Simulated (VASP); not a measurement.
Runs of VASP 6.6.1 on LiAl2O3. The structure is that of space group P-3m1 (No. 164), or close to it. The cells are those of the table. 

```tsv
task	cell	k mesh	cutoff (eV)	gap on the mesh (eV)	pressure (GPa)	relaxed volume (Å³/atom)	largest force (eV/Å)
single point	a = 2.897, b = 2.897, c = 12.039 Å, angles 90.0, 90.0, 120.0°, 6 atoms	12 × 12 × 6	520	none	-	-	0.03
single point	a = 2.897, b = 2.897, c = 12.039 Å, angles 90.0, 90.0, 120.0°, 6 atoms	12 × 12 × 4	520	none	-	-	0.03
relaxation of cell and atoms	relaxed from a = 2.897, b = 2.897, c = 12.039 Å, angles 90.0, 90.0, 120.0°, 6 atoms	12 × 12 × 4	600	none	0.0	13.83	-
relaxation of cell and atoms	relaxed from a = 2.992, b = 2.992, c = 7.499 Å, angles 90.0, 90.0, 120.0°, 6 atoms	12 × 12 × 6	600	none	0.0	(a)	0.01
```

Alike in all rows: level PBE; potentials or basis VASP PAW PBE potentials, release 64 (Li_sv, Al, O); no spin polarisation; smearing gaussian 0.1 eV.

Task: Estimate the missing entries.

Result: (a) 9.72.

Caveats: the cutoff is under 1.25 times the usual one of these potentials, so pressure, stress and relaxed cells hold a basis-set (Pulay) error; an odd number of electrons without spin polarisation forces a metal; a magnetic or distorted state may lie lower.

A gap of «none» marks levels without a gap at the run's occupations.
